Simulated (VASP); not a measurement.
Input of a VASP 6.6.1 run:

File INCAR:

```
SYSTEM = Ru6Cl
PREC = Accurate
ENCUT = 520
EDIFF = 1E-7
ISMEAR = 0
SIGMA = 0.1
LREAL = .False.
LASPH = .True.
NELM = 100
ALGO = Normal
ISIF = 2
LWAVE = .False.
LCHARG = .False.
LDIPOL = .True.
IDIPOL = 3
DIPOL = 0.5 0.5 0.352
GGA = PE
NBANDS = 54
```

KPOINTS

```
Automatic mesh
0
Gamma
  10 6 1
  0 0 0
```

Contents of POSCAR:

```
Ru6Cl
1.0
    2.7197977463      0.0000000000      0.0000000000
    0.0000000000      4.2966597637      0.0000000000
    0.0000000000      0.0000000000     20.8383397203
Ru Cl
6 1
Direct
    0.0000000000      0.7500000000      0.1919538722
    0.5000000000      0.2500000000      0.2296314412
    0.5000000000      0.7500000000      0.3049865789
    0.0000000000      0.2500000000      0.3407382299
    0.0000000000      0.7500000000      0.4168575065
    0.5000000000      0.2500000000      0.4481326174
    0.8333333333      0.7500000000      0.5286063531
```

Potentials or basis: VASP PAW PBE potentials, release 64 (Ru_pv, Cl).

Run with:

```bash
$ cat potpaw_PBE.64/Ru_pv/POTCAR potpaw_PBE.64/Cl/POTCAR > POTCAR
$ mpirun -np 1 vasp_std > vasp.out
```

Question: Estimate the largest force.

Answer: 1.003 eV/Å.

Question: What does it give for the band gap on the k mesh?

Answer: Zero (an odd number of electrons rules out a gap without spin polarisation).

Forces in eV/Å, atoms in the order of the input:
```
Ru   0.088  0.000  0.786
Ru  -0.059  0.000 -0.587
Ru  -0.055  0.000 -0.176
Ru   0.015  0.000 -0.190
Ru  -0.258  0.000 -0.800
Ru   0.219  0.000  0.979
Cl   0.051  0.000 -0.012
```
